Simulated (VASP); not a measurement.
**NaI (zincblende type): single point with PBE**

NaI (zincblende type):

```
CELL_PARAMETERS angstrom
0.00000 3.53298 3.53298
3.53298 0.00000 3.53298
3.53298 3.53298 0.00000
ATOMIC_POSITIONS crystal
Na 0.00000 0.00000 0.00000
I 0.25000 0.25000 0.25000
```

```json
{
  "Program": "VASP 6.6.1",
  "Task": "single point",
  "Functional": "PBE",
  "Potentials or basis": "VASP PAW PBE potentials, release 64 (Na_pv, I)",
  "Cutoff": "520 eV",
  "k mesh": "10 × 10 × 10",
  "Occupations": "fermi-dirac, width 0.05 eV",
  "Spin": "no spin polarisation",
  "Dipole correction": "no",
  "Further INCAR settings": "ALGO = Normal; EDIFF = 1e-06; NBANDS = 14"
}
```

- Pressure: 0.5 GPa
- Band gap on the k mesh: 3.84 eV

Levels at points of the mesh, in eV from the valence-band top:
```
           k point  band 4  band 5  band 6  band 7  band 8  band 9  band 10  band 11
(0.00, 0.00, 0.00)  -10.44    0.00    0.00    0.00    3.84    7.91     7.91     7.91
(0.50, 0.00, 0.00)  -10.31   -1.24   -0.13   -0.13    5.43    7.67     7.67     7.75
(0.50, 0.50, 0.00)  -10.27   -1.15   -0.40   -0.40    5.18    6.20     9.08    10.49
```

It took 86 s on 1 thread of Intel Xeon 8259CL, on a shared host, peak memory 0.26 GiB.

Caveat: spin-orbit coupling is left out, which moves the levels of the heavy elements. A k mesh can miss the band edges.
